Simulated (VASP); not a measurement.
Wanted: the native input for a VASP 6.6.1 run.

* Task: single point
* Functional: PBE
* Potentials or basis: VASP PAW PBE potentials, release 64 (Se)
* Cutoff: 520 eV
* k mesh: 18 × 18 × 10
* Occupations: gaussian, width 0.15 eV
* Spin: no spin polarisation
* Dipole correction: no
* Further INCAR settings: ALGO = Normal; EDIFF = 1e-06; NBANDS = 13

The structure of Se lies in POSCAR:

```
Se
1.0
    1.3803267357     -4.0793927926      0.0000000000
    1.3803267357      4.0793927926      0.0000000000
    0.0000000000      0.0000000000      4.6134314000
Se
2
Direct
    0.9356553200      0.0643446800      0.2500000000
    0.0643446800      0.9356553200      0.7500000000
```

This cell differs from its parent crystal: strain -0.0100 x Voigt [1, -1, 0, 0, 0, 0].

One way to write it, as run:

INCAR

```
SYSTEM = Se
PREC = Accurate ; ENCUT = 520
EDIFF = 1E-6 ; ISMEAR = 0
SIGMA = 0.15 ; LREAL = .FALSE.
LASPH = .TRUE. ; NELM = 60
ALGO = Normal ; ISIF = 2
LWAVE = .FALSE. ; LCHARG = .FALSE.
GGA = PE ; NBANDS = 13
```

KPOINTS

```
regular mesh
0
G
  18 18 10
  0 0 0
```

Potentials or basis: VASP PAW PBE potentials, release 64 (Se).

Command:

```sh
$ cat potpaw_PBE.64/Se/POTCAR > POTCAR
$ mpirun -np 1 vasp_std > vasp.out
```

It gave:

The pressure is 2.1 GPa and the largest force is 0.094 eV/Å. The band gap on the k mesh is zero (bands 6 and 7 overlap by 3.77 eV).

Caveat: the cell differs from its parent crystal (strain -0.0100 x Voigt [1, -1, 0, 0, 0, 0]).

Run time: 4.9 min on 1 thread of Intel Xeon 8259CL, with other jobs on the host, peak memory 0.42 GiB.
